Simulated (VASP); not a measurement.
Ti3Ni: single point with PBEsol+D4

Crystal: Ti3Ni.

```xyz
8
Lattice="3.9352 0.0000 0.0000 0.0000 7.8704 0.0000 0.0000 0.0000 3.9352" Properties=species:S:1:pos:R:3 pbc="T T T"
Ti    0.0000    1.9676    1.9676
Ti    1.9676    0.0000    1.9676
Ti    1.9676    1.9676    0.0000
Ti    0.0000    5.9028    1.9676
Ti    1.9676    3.9352    1.9676
Ti    1.9676    5.9028    0.0000
Ni    0.0000    0.0000    0.0000
Ni    0.0000    3.9352    0.0000
```

* Program: VASP 6.6.1
* Task: single point
* Functional: PBEsol
* Dispersion: D4
* Potentials or basis: VASP PAW PBE potentials, release 64 (Ti_sv, Ni)
* Cutoff: 520 eV
* k mesh: 6 × 3 × 6
* Occupations: fermi-dirac, width 0.1 eV
* Spin: collinear spin, ferromagnetic start
* Starting moments: [0.0, 0.0, 0.0, 0.0, 0.0, 0.0, 1.2, 1.2] μB

```
Pressure                                              : -6.7 GPa
Band gap on the k mesh                                : zero (filled and empty bands overlap)
Net moment                                            : 0.00 μB per cell
Valence electrons inside the program's atomic spheres : Ti 10.31; Ni 9.25
Dispersion energy per atom                            : -0.147 eV
```

Levels at points of the mesh, in eV from the Fermi level:
Spin up:
| k point | band 44 | band 45 | band 46 | band 47 | band 48 | band 49 |
| --- | --- | --- | --- | --- | --- | --- |
| (0.00, 0.00, 0.00) | -0.35 | -0.35 | 0.39 | 0.39 | 0.95 | 0.95 |
| (0.50, 0.00, 0.00) | -0.65 | -0.65 | -0.35 | -0.12 | -0.12 | 0.95 |
| (0.50, 0.00, 0.50) | -0.35 | -0.12 | -0.12 | 0.49 | 0.49 | 0.49 |
Spin down:
```csv
k point,band 43,band 44,band 45,band 46,band 47,band 48,band 49,band 50
"(0.00, 0.00, 0.00)",-0.35,-0.35,-0.35,0.39,0.39,0.96,0.96,1.11
"(0.50, 0.00, 0.00)",-0.76,-0.65,-0.65,-0.35,-0.12,-0.12,0.96,0.96
"(0.50, 0.00, 0.50)",-0.64,-0.35,-0.12,-0.12,0.49,0.49,0.49,0.77
```

It took 16 min on 1 thread of Intel Xeon 8259CL, with other jobs on the host, peak memory 0.39 GiB.

Caveat: the cell stands under tension; the moments typed at the start vanished in this run; the PAW data sets were made with another functional, which shifts forces and pressure a little.
